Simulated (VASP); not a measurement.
# Ag7Br8 (a cell with a defect) in VASP: notebook

Ag7Br8 (a cell with a defect) is run at these levels: PBE; tasks: single point.

All numbers are computed with VASP 6.6.1; they aren't measurements. Logs are shortened: lines on timing, memory, paths and dates and some standing lists are left out, and cuts for length are marked.

**1. The cell of the first run**

The cell holds a defect, 15 atoms: a = 8.344 Å, b = 8.344 Å, c = 8.344 Å, α = 60.00°, β = 60.00°, γ = 60.00°.

**2. Single point, PBE**

INCAR

```
PREC = Accurate
ENCUT = 520
EDIFF = 1E-7
ISMEAR = -1
SIGMA = 0.05
LREAL = Auto
LASPH = T
NELM = 100
ALGO = Normal
ISIF = 2
LWAVE = F
LCHARG = F
GGA = PE
NELECT = 134.0
NBANDS = 80
```

KPOINTS

```
regular mesh
0
Gamma
  1 1 1
```

POSCAR

```
Ag7Br8
1.0
    0.0000000000      5.9000260000      5.9000260000
    5.9000260000      0.0000000000      5.9000260000
    5.9000260000      5.9000260000      0.0000000000
Ag Br
7 8
Direct
   -0.0042796422      0.0230761695     -0.0169914505
   -0.0269744574      0.0111948659      0.5368027192
   -0.0120507944      0.4734724898      0.0531862063
    0.0096186017      0.5093282640      0.5163790804
    0.4928452858      0.0106270718      0.4992520372
    0.5174977195      0.4837521055      0.0293134301
    0.5148706124      0.4830571933      0.4916673249
    0.2571598837      0.2428040148      0.2459734923
    0.2101431417      0.2561259900      0.7473102661
    0.3076427121      0.6647258843      0.2569988675
    0.1956601547      0.7829965495      0.7591491970
    0.7724372740      0.2445921425      0.2887444903
    0.7074290859      0.2518717714      0.8120726926
    0.7638017188      0.7801745280      0.1891940815
    0.7574288656      0.7777847081      0.6951918517
```

Potentials or basis: VASP PAW PBE potentials, release 64 (Ag, Br).

The run is started by

```console
cat potpaw_PBE.64/Ag/POTCAR potpaw_PBE.64/Br/POTCAR > POTCAR
mpirun -np 1 vasp_gam > vasp.out
```

OUTCAR:

```text
PREC = Accurate
   ENCUT = 520
   EDIFF = 1E-7
   ISMEAR = -1
   LREAL = Auto
   LASPH = T
   NELM = 100
   ISIF = 2
   GGA = PE
   NELECT = 134.0

 ion  position               nearest neighbor table
   1  0.996  0.023  0.983-   9 2.64  11 2.75  13 2.75  14 2.81  12 3.15
   2  0.973  0.011  0.537-  11 2.63  12 2.66  15 2.71  13 3.05   8 3.06
   3  0.988  0.473  0.053-  12 2.62  14 2.71   8 2.74  11 3.10   9 3.13
   4  0.010  0.509  0.516-   9 2.57  15 2.68  10 2.75   8 3.17
   5  0.493  0.011  0.499-  15 2.73   8 2.89   9 2.93  12 3.06  11 3.11
   6  0.517  0.484  0.029-  10 2.42  13 2.67   8 2.97  12 3.04
   7  0.515  0.483  0.492-  12 2.63  10 2.63  13 3.08   9 3.15
   8  0.257  0.243  0.246-   3 2.74   5 2.89   6 2.97   2 3.06   4 3.17
   9  0.210  0.256  0.747-   4 2.57   1 2.64   5 2.93   3 3.13   7 3.15
  10  0.308  0.665  0.257-   6 2.42   7 2.63   4 2.75
  11  0.196  0.783  0.759-   2 2.63   1 2.75   3 3.10   5 3.11
  12  0.772  0.245  0.289-   3 2.62   7 2.63   2 2.66   6 3.04   5 3.06   1 3.15
  13  0.707  0.252  0.812-   6 2.67   1 2.75   2 3.05   7 3.08
  14  0.764  0.780  0.189-   3 2.71   1 2.81
  15  0.757  0.778  0.695-   4 2.68   2 2.71   5 2.73

  LATTYP: Found a face centered cubic cell.
 ALAT       =    11.8000520000

  Lattice vectors:

 A1 = (   0.0000000000,   5.9000260000,   5.9000260000)
 A2 = (   5.9000260000,   0.0000000000,   5.9000260000)
 A3 = (   5.9000260000,   5.9000260000,   0.0000000000)

Analysis of symmetry for initial positions (statically):
=====================================================================
 Subroutine PRICEL returns:
 Original cell was already a primitive cell.

 Routine SETGRP: Setting up the symmetry group for a
 face centered cubic supercell.

 Subroutine GETGRP returns: Found  1 space group operations
 (whereof  1 operations were pure point group operations)
 out of a pool of 48 trial point group operations.

The static configuration has the point symmetry C_1 .

Analysis of symmetry for dynamics (positions and initial velocities):
=====================================================================
 Subroutine PRICEL returns:
 Original cell was already a primitive cell.

 Routine SETGRP: Setting up the symmetry group for a
 face centered cubic supercell.

 Subroutine GETGRP returns: Found  1 space group operations
 (whereof  1 operations were pure point group operations)
 out of a pool of 48 trial point group operations.

The dynamic configuration has the point symmetry C_1 .

 Subroutine INISYM returns: Found  1 space group operations
 (whereof  1 operations are pure point group operations),
 and found     1 'primitive' translations

----------------------------------------------------------------------------------------

                                     Primitive cell

  volume of cell :     410.7634

  direct lattice vectors                    reciprocal lattice vectors
     0.000000000  5.900026000  5.900026000    -0.084745389  0.084745389  0.084745389
     5.900026000  0.000000000  5.900026000     0.084745389 -0.084745389  0.084745389
     5.900026000  5.900026000  0.000000000     0.084745389  0.084745389 -0.084745389

  length of vectors
     8.343896788  8.343896788  8.343896788     0.146783320  0.146783320  0.146783320

  position of ions in fractional coordinates (direct lattice)
     0.995720358  0.023076170  0.983008549
     0.973025543  0.011194866  0.536802719
     0.987949206  0.473472490  0.053186206
     0.009618602  0.509328264  0.516379080
     0.492845286  0.010627072  0.499252037
     0.517497719  0.483752106  0.029313430
     0.514870612  0.483057193  0.491667325
     0.257159884  0.242804015  0.245973492
     0.210143142  0.256125990  0.747310266
     0.307642712  0.664725884  0.256998868
     0.195660155  0.782996549  0.759149197
     0.772437274  0.244592142  0.288744490
     0.707429086  0.251871771  0.812072693
     0.763801719  0.780174528  0.189194081
     0.757428866  0.777784708  0.695191852

  ion indices of the primitive-cell ions
   primitive index   ion index
                 1           1
                 2           2
                 3           3
                 4           4
                 5           5
                 6           6
                 7           7
                 8           8
                 9           9
                10          10
                11          11
                12          12
                13          13
                14          14
                15          15

----------------------------------------------------------------------------------------

 KPOINTS: regular mesh

Automatic generation of k-mesh.
 Grid dimensions read from file:
 generate k-points for:    1    1    1

 Generating k-lattice:

  Cartesian coordinates                     Fractional coordinates (reciprocal lattice)
    -0.084745389  0.084745389  0.084745389     1.000000000  0.000000000  0.000000000
     0.084745389 -0.084745389  0.084745389     0.000000000  1.000000000  0.000000000
     0.084745389  0.084745389 -0.084745389     0.000000000  0.000000000  1.000000000

  Length of vectors
     0.146783320  0.146783320  0.146783320

  Shift w.r.t. Gamma in fractional coordinates (k-lattice)
     0.000000000  0.000000000  0.000000000

 Subroutine IBZKPT returns following result:
 ===========================================

 Found      1 irreducible k-points:

 Following reciprocal coordinates:
            Coordinates               Weight
  0.000000  0.000000  0.000000      1.000000
   k-points           NKPTS =      1   k-points in BZ     NKDIM =      1   number of bands    NBANDS=     80
   number of dos      NEDOS =    301   number of ions     NIONS =     15
   total plane-waves  NPLWV = 262144
   dimension x,y,z NGX =    64 NGY =   64 NGZ =   64
   dimension x,y,z NGXF=   128 NGYF=  128 NGZF=  128
   ions per type =               7   8
   NGX,Y,Z   is equivalent  to a cutoff of  12.75, 12.75, 12.75 a.u.
   NGXF,Y,Z  is equivalent  to a cutoff of  25.50, 25.50, 25.50 a.u.
 SYSTEM =  unknown system
   PREC   = accura    normal or accurate (medium, high low for compatibility)
   ISTART =      0    job   : 0-new  1-cont  2-samecut
   ICHARG =      2    charge: 1-file 2-atom 10-const
   ISPIN  =      1    spin polarized calculation?
   LNONCOLLINEAR =      F non collinear calculations
   LSORBIT =      F    spin-orbit coupling
   LASPH  =      T    aspherical Exc in radial PAW
   ENCUT  =  520.0 eV  38.22 Ry    6.18 a.u.  15.51 15.51 15.51*2*pi/ulx,y,z
   NELM   =    100;   NELMIN=  2; NELMDL= -5     # of ELM steps
   EDIFF  = 0.1E-06   stopping-criterion for ELM
   LREAL  =      T    real-space projection
   EDIFFG = 0.1E-05   stopping-criterion for IOM
   NSW    =      0    number of steps for IOM
   IBRION =     -1    ionic relax: 0-MD 1-quasi-New 2-CG
   NFREE  =      0    steps in history (QN), initial steepest desc. (CG)
   ISIF   =      2    stress and relaxation
   ISYM   =      2    0-nonsym 1-usesym 2-fastsym
   POTIM  = 0.5000    time-step for ionic-motion
   TEBEG  =    0.0;   TEEND  =   0.0 temperature during run
   PSTRESS=    0.0 pullay stress
   NELECT =     134.0000    total number of electrons
   NUPDOWN=      -1.0000    fix difference up-down
   EMIN   =  10.00;   EMAX   =-10.00  energy-range for DOS
   EFERMI =   0.00;   METHOD = LEGACY
   ISMEAR =    -1;   SIGMA  =   0.05  broadening in eV -4-tet -1-fermi 0-gaus
   EFERMI_NEDOS =   21; number of points for ismear=-14 and -15
   IALGO  =     38    algorithm
   IMIX   =      4    mixing-type and parameters
     AMIX     =   0.40;   BMIX     =  1.00
     AMIX_MAG =   1.60;   BMIX_MAG =  1.00
  volume/ion in A,a.u.               =      27.38       184.80
  Fermi-wavevector in a.u.,A,eV,Ry     =   1.126970  2.129665 17.280246  1.270062
  Thomas-Fermi vector in A             =   2.263655
   LORBIT       =      0    0 simple, 1 ext, 2 COOP (PROOUT), +10 PAW based schemes
   GGA     = PE    functional components
   LHFCALC =     F    Hartree Fock is set to
   AEXX    =    0.0000 exact exchange contribution
   IVDW    =     0    specifies the selected vdW correction
   LEPSILON=     F    determine dielectric tensor
   LRPA    =     F    only Hartree local field effects (RPA)
 non-spin polarized calculation
  energy-cutoff  :      520.00
  volume of cell :      410.76
 maximum number of plane-waves:      5509
 NGX is ok and might be reduce to    64
   NGX = 31   NGY = 31   NGZ = 31

 number of electron     134.0000002 magnetization

 Free energy of the ion-electron system (eV)
  ---------------------------------------------------
  ext. energy  EPLUGINS =         0.00000000
  ---------------------------------------------------
  free energy    TOTEN  =       -29.70224270 eV

  energy without entropy =      -29.70202333  energy(sigma->0) =      -29.70213301

 E-fermi :   2.7834     XC(G=0):  -8.9942

 val. band max:        2.3123800275   @ k =   0.0000   0.0000   0.0000
 cond. band min:       3.2418324139   @ k =   0.0000   0.0000   0.0000
 fundamental gap:      0.9294523864
 Fermi energy:         2.7834453647

 k-point     1 :       0.0000    0.0000    0.0000
  band No.  band energies     occupation
      1     -12.6782      2.00000
      2     -12.4530      2.00000
      3     -12.1418      2.00000
      4     -11.9604      2.00000
      5     -11.8260      2.00000
      6     -11.7199      2.00000
      7     -11.4061      2.00000
      8     -11.3438      2.00000
      9      -2.8394      2.00000
     10      -2.6959      2.00000
     11      -2.6079      2.00000
     12      -2.3191      2.00000
     13      -2.1431      2.00000
     14      -1.9855      2.00000
     15      -1.8686      2.00000
     16      -1.8294      2.00000
     17      -1.6905      2.00000
     18      -1.6459      2.00000
     19      -1.5668      2.00000
     20      -1.4946      2.00000
     21      -1.4456      2.00000
     22      -1.3303      2.00000
     23      -1.1957      2.00000
     24      -0.9671      2.00000
     25      -0.9381      2.00000
     26      -0.9062      2.00000
     27      -0.8214      2.00000
     28      -0.7753      2.00000
     29      -0.6988      2.00000
     30      -0.6510      2.00000
     31      -0.6248      2.00000
     32      -0.6076      2.00000
     33      -0.5496      2.00000
     34      -0.5149      2.00000
     35      -0.4889      2.00000
     36      -0.4196      2.00000
     37      -0.4144      2.00000
     38      -0.3925      2.00000
     39      -0.3785      2.00000
     40      -0.3288      2.00000
     41      -0.2974      2.00000
     42      -0.2710      2.00000
     43      -0.2475      2.00000
     44      -0.2325      2.00000
     45      -0.2228      2.00000
     46      -0.1925      2.00000
     47      -0.0385      2.00000
     48       0.0019      2.00000
     49       0.0337      2.00000
     50       0.0924      2.00000
     51       0.1821      2.00000
     52       0.2752      2.00000
     53       0.3146      2.00000
     54       0.3569      2.00000
     55       0.4182      2.00000
     56       0.5091      2.00000
     57       1.0140      2.00000
     58       1.1637      2.00000
     59       1.1945      2.00000
     60       1.8059      2.00000
     61       1.8744      2.00000
     62       1.9153      2.00000
     63       2.0747      2.00000
     64       2.0849      2.00000
     65       2.1525      1.99999
     66       2.2384      1.99996
     67       2.3124      1.99984
     68       3.2418      0.00021
     69       4.2104      0.00000
     70       4.8039      0.00000
     71       5.6268      0.00000
     72       6.1314      0.00000
     73       6.3016      0.00000
     74       6.5121      0.00000
     75       6.6387      0.00000
     76       7.7886      0.00000
     77       7.9870      0.00000
     78       8.3550      0.00000
     79       8.8698      0.00000
 [bands above 79 left out]

------------------------ aborting loop because EDIFF is reached ----------------------------------------

  FORCE on cell =-STRESS in cart. coord.  units (eV):
  Direction    XX          YY          ZZ          XY          YZ          ZX
  --------------------------------------------------------------------------------------
  -------------------------------------------------------------------------------------
  Total       21.1782814     20.4200171     20.6283277     -1.4460232     -0.3477608     -0.8912647
  in kB       82.6056066     79.6480069     80.4605195     -5.6401943     -1.3564364     -3.4763662
  external PRESSURE =      80.9047110 kB  Pullay stress =       0.0000000 kB

 VOLUME and BASIS-vectors are now :
 -----------------------------------------------------------------------------
  energy-cutoff  :      520.00
  volume of cell :      410.76
      direct lattice vectors                 reciprocal lattice vectors
     0.000000000  5.900026000  5.900026000    -0.084745389  0.084745389  0.084745389
     5.900026000  0.000000000  5.900026000     0.084745389 -0.084745389  0.084745389
     5.900026000  5.900026000  0.000000000     0.084745389  0.084745389 -0.084745389

 POSITION                                       TOTAL-FORCE (eV/Angst)
 -----------------------------------------------------------------------------------
      5.93593     11.67455      6.01093         0.029672      0.200500     -0.331131
      3.23320      8.90803      5.80693        -0.017886      0.232087      0.308791
      3.10730      6.14273      8.62243         0.037839     -0.063625      0.480949
      6.05170      3.10340      3.06180        -0.156324     -0.667369     -0.171384
      3.00830      5.85340      2.97050        -0.093339     -0.052230     -0.193230
      3.02710      3.22620      5.90740        -1.309889     -0.157397      0.041572
      5.75090      5.93860      5.88780         0.595725      0.405893      0.122091
      2.88380      2.96850      2.94980         0.128935      0.671564     -0.348882
      5.92030      5.64900      2.75100         0.230494      0.518427     -0.379478
      5.43820      3.33140      5.73700         0.639454      0.144542      0.197138
      9.09870      5.63340      5.77410        -0.552319     -0.032482      0.014616
      3.14670      6.26100      6.00050        -0.249792      0.602961      0.047388
      6.27730      8.96510      5.65990         0.942175     -0.997929      0.199682
      5.71930      5.62270      9.10950         0.009749      0.157981      0.302590
      8.69060      8.57050      9.05780        -0.234495     -0.962925     -0.290712
 -----------------------------------------------------------------------------------
    total drift:                               -0.004687      0.005714     -0.007219

  FREE ENERGIE OF THE ION-ELECTRON SYSTEM (eV)
  ---------------------------------------------------
  free  energy   TOTEN  =       -29.7022427022 eV

  energy  without entropy=      -29.7020233265  energy(sigma->0) =      -29.70213301
```

It took 50 s on 1 thread of Intel Xeon Platinum 8488C (Sapphire Rapids), shared host; peak memory 0.54 GiB.

What came out:

```yaml
Free_energy: -29.7022 eV
Largest_force: 1.387 eV/Å
```

Forces in eV/Å, atoms in the order of the input:
```
Ag   0.030  0.201 -0.331
Ag  -0.018  0.232  0.309
Ag   0.038 -0.064  0.481
Ag  -0.156 -0.667 -0.171
Ag  -0.093 -0.052 -0.193
Ag  -1.310 -0.157  0.042
Ag   0.596  0.406  0.122
Br   0.129  0.672 -0.349
Br   0.230  0.518 -0.379
Br   0.639  0.145  0.197
Br  -0.552 -0.032  0.015
Br  -0.250  0.603  0.047
Br   0.942 -0.998  0.200
Br   0.010  0.158  0.303
Br  -0.234 -0.963 -0.291
```

Caveat: the k points lie up to 0.92 Å⁻¹ apart; the cell carries a net charge on a neutralising background, which shifts energy and pressure; the cell is charged against a uniform background, so pressure and absolute levels hang on convention.

**3. Single point, PBE**

INCAR

```
PREC = Accurate ; ENCUT = 520
EDIFF = 1E-6 ; ISMEAR = -1
SIGMA = 0.05 ; LREAL = Auto
LASPH = T ; NELM = 60
ALGO = Normal ; ISIF = 2
LWAVE = F ; LCHARG = F
GGA = PE ; NBANDS = 80
NELECT = 134.0
```

KPOINTS

```
Automatic mesh
0
Gamma
  1 1 1
```

POSCAR

```
Ag7Br8
1.0
    0.0000000000      5.9000260000      5.9000260000
    5.9000260000      0.0000000000      5.9000260000
    5.9000260000      5.9000260000      0.0000000000
Ag Br
7 8
Direct
   -0.0158982350      0.0110507988      0.0462031862
   -0.0104491065      0.0635675165      0.5109214773
   -0.0084914880      0.5085231828      0.0453048851
   -0.0077457286      0.5136587534      0.5070147149
    0.4125236058     -0.0193897451      0.5637941257
    0.4887859816      0.4751080758     -0.0091779257
    0.4625827073      0.5032435450      0.4985655995
    0.2796089373      0.2341345614      0.2527446489
    0.1812788622      0.2084312849      0.8596657032
    0.3512950621      0.6543276250      0.2113634753
    0.1611348831      0.7782338586      0.7619966420
    0.7817168941      0.2940919243      0.2761259018
    0.6537428818      0.3996084085      0.6957257476
    0.7518356699      0.8038523898      0.2010584360
    0.7621746074      0.7972761476      0.6338361899
```

Potentials or basis: VASP PAW PBE potentials, release 64 (Ag, Br).

The run is started by

```console
cat potpaw_PBE.64/Ag/POTCAR potpaw_PBE.64/Br/POTCAR > POTCAR
mpirun -np 1 vasp_gam > vasp.out
```

It took 47 s on 1 thread of Intel Xeon Platinum 8488C (Sapphire Rapids), shared host; peak memory 0.54 GiB.

The run converged. Its results:

```yaml
Free_energy: -30.5128 eV
Largest_force: 2.337 eV/Å
```

Forces on the atoms (eV/Å):
```
Ag  -0.070 -0.188 -2.328
Ag  -0.062 -0.096 -0.355
Ag   0.012 -0.144  0.543
Ag  -0.750  0.173  0.126
Ag  -0.163  0.311  0.488
Ag   0.234  0.341  0.132
Ag   0.402 -0.774 -0.403
Br   0.349  0.827 -0.443
Br  -0.461 -0.201  1.754
Br   0.880 -0.516 -0.035
Br  -0.175 -0.403 -0.200
Br  -0.461  0.557 -0.553
Br  -0.774  0.647  0.204
Br   0.293 -0.123  0.794
Br   0.745 -0.411  0.275
```

Levels at points of the mesh, in eV from the Fermi level:
| k point | band 65 | band 66 | band 67 | band 68 | band 69 | band 70 |
| --- | --- | --- | --- | --- | --- | --- |
| (0.00, 0.00, 0.00) | -0.99 | -0.63 | -0.50 | 0.49 | 2.13 | 2.50 |

Caveat: the k points lie up to 0.92 Å⁻¹ apart; the cell carries a net charge on a neutralising background, which shifts energy and pressure; the cell is charged against a uniform background, so pressure and absolute levels hang on convention.
